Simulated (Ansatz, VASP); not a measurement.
## Two plane-wave programs on SiC2

Contents of INCAR:

```
SYSTEM = SiC2
PREC     = Accurate       ! precision mode
ENCUT    = 600            ! plane-wave cutoff, eV
EDIFF    = 1E-6           ! SCF threshold, eV
ISMEAR   = 0              ! smearing method
SIGMA    = 0.1            ! smearing width, eV
LREAL    = .FALSE.        ! projectors in reciprocal space
LASPH    = .TRUE.         ! aspherical terms in the spheres
NELM     = 100            ! most SCF steps
ALGO     = Normal         ! electronic algorithm
ISIF     = 3              ! what is computed and relaxed
LWAVE    = .FALSE.        ! write WAVECAR
LCHARG   = .FALSE.        ! write CHGCAR
GGA      = PE             ! functional
IVDW     = 12             ! dispersion correction
IBRION   = 2              ! ionic algorithm
NSW      = 100            ! ionic steps
EDIFFG   = -0.01          ! ionic threshold
```

KPOINTS

```
Automatic mesh
0
G
  24 24 8
  0 0 0
```

File POSCAR:

```
SiC2
1.0
    2.4677706735      0.0000000000      0.0000000000
   -1.2338853368      2.1371520940      0.0000000000
    0.0000000000      0.0000000000      7.0647017542
Si C
1 2
Direct
    0.0000000000      0.0000000000      0.0000000000
    0.3333333333      0.6666666667      0.5000000000
    0.6666666667      0.3333333333      0.5000000000
```

Input for Ansatz:

```yaml
crystal:
  lattice:
    - [2.4677706735, 0.0, 0.0]
    - [-1.2338853368, 2.137152094, 0.0]
    - [0.0, 0.0, 7.0647017542]
  atoms:
    - { symbol: Si, position: [0.0, 0.0, 0.0] }
    - { symbol: C, position: [0.3333333333, 0.6666666667, 0.5] }
    - { symbol: C, position: [0.6666666667, 0.3333333333, 0.5] }
basis:
  ecutwfc: 420
kpoints:
  mp_grid: { grid: [24, 24, 8] }
hamiltonian:
  xc: pbe
  dispersion: d3bj
scf:
  occupations: { method: gaussian, width: 0.1 }
output:
  forces: true
  stress: true
  eigenvalues: true
  write_density: true
  write_potential: true
  elf: true
  volumetric_format: npy
relax:
  adjacent_minimum: "off"
  f_tol: 0.01
  max_steps: 80
  cell: { stress_tol: 0.05 }
```

Alike in both runs: task relaxation of cell and atoms; functional PBE; dispersion D3(BJ); k mesh 24 × 24 × 8; occupations gaussian, width 0.1 eV; no spin polarisation.

|  | VASP | Ansatz |
| --- | --- | --- |
| version | VASP 6.6.1 | Ansatz 0.2.0 |
| potentials or method | VASP PAW PBE potentials, release 64 (Si, C), cutoff 600 eV | scalar-relativistic, plane waves, PAW |
| valence electrons in the cell | 12 | 12 |

Ansatz gave:

| Quantity | Value |
| --- | --- |
| gap on the k mesh at the Fermi level, each at its own relaxed structure (eV) | none |
| relaxed volume (Å³/atom) | 12.50 |
| relaxed cell length with the largest relative difference (Å) | 7.127 |

Question: Estimate VASP's values.

Answer: gap on the k mesh at the Fermi level, each at its own relaxed structure (eV): none; relaxed volume (Å³/atom): 12.43; relaxed cell length with the largest relative difference (Å): 7.086.

A gap of «none» marks a metal or a gap that the smearing closes.
